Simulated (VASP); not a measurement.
BaZrO3: relaxation of cell and atoms with PBE

BaZrO3:

```
CELL_PARAMETERS angstrom
4.21239 0.00000 0.00000
0.00000 4.21239 0.00000
0.00000 0.00000 4.21239
ATOMIC_POSITIONS crystal
Ba 0.00000 0.00000 0.00000
Zr 0.50000 0.50000 0.50000
O 0.50000 0.00000 0.50000
O 0.50000 0.50000 0.00000
O 0.00000 0.50000 0.50000
```

- Program: VASP 6.6.1
- Task: relaxation of cell and atoms
- Functional: PBE
- Potentials or basis: VASP PAW PBE potentials, release 64 (Ba_sv, Zr_sv, O)
- Cutoff: 600 eV
- k mesh: 6 × 6 × 6
- Occupations: gaussian, width 0.02 eV
- Spin: no spin polarisation
- Dipole correction: no
- Further INCAR settings: ALGO = Normal; EDIFF = 1e-07; IBRION = 2; EDIFFG = -0.01; NSW = 100; ISIF = 3

```json
{
 "Relaxed volume": "15.19 Å³/atom",
 "Relaxed cell": "a = 4.235 Å, b = 4.235 Å, c = 4.235 Å, α = 90.00°, β = 90.00°, γ = 90.00°",
 "Space group after relaxing (to 0.05 Å)": "Pm-3m (No. 221)",
 "Energy gained by relaxing": "1.8 meV/atom",
 "Ionic steps": "3",
 "Pressure after relaxing": "0.0 GPa",
 "Band gap on the k mesh": "3.12 eV, indirect (least direct gap 3.38 eV)"
}
```

Step by step:
| step | energy change (eV) | largest force (eV/Å) | pressure (GPa) | volume (Å³) |
| --- | --- | --- | --- | --- |
| 1 | 0.0000 | 0.0000 | 2.45 | 74.75 |
| 2 | 0.0012 | 0.0000 | -2.45 | 77.24 |
| 3 | -0.0090 | 0.0000 | 0.00 | 75.94 |

Final structure:
```cif
data_structure
_symmetry_space_group_name_H-M 'P 1'
_symmetry_Int_Tables_number 1
_cell_length_a 4.2347
_cell_length_b 4.2347
_cell_length_c 4.2347
_cell_angle_alpha 90.000
_cell_angle_beta 90.000
_cell_angle_gamma 90.000
_cell_volume 75.94
loop_
_atom_site_label
_atom_site_type_symbol
_atom_site_fract_x
_atom_site_fract_y
_atom_site_fract_z
_atom_site_occupancy
Ba1 Ba 0.00000 0.00000 0.00000 1
Zr1 Zr 0.50000 0.50000 0.50000 1
O1 O 0.50000 0.00000 0.50000 1
O2 O 0.50000 0.50000 0.00000 1
O3 O 0.00000 0.50000 0.50000 1
```

Levels at points of the mesh, in eV from the valence-band top:
```
           k point  band 16  band 17  band 18  band 19  band 20  band 21  band 22  band 23  band 24
(0.00, 0.00, 0.00)    -0.94    -0.94    -0.26    -0.26    -0.26     3.12     3.12     3.12     4.61
(0.50, 0.00, 0.00)    -1.69    -1.69    -1.60    -0.49    -0.49     3.54     5.51     5.51     6.32
(0.50, 0.50, 0.00)    -2.31    -0.93    -0.93    -0.86    -0.07     5.48     5.48     6.28     6.31
(0.50, 0.50, 0.50)    -2.52    -2.52     0.00     0.00     0.00     5.86     5.86     5.86     6.73
```

Run time: 46 s on 1 thread of Intel(R) Xeon(R) 6975P-C (Granite Rapids), on a shared host, peak memory 0.24 GiB.

Caveat: spin-orbit coupling is left out, which moves the levels of the heavy elements. A k mesh can miss the band edges.
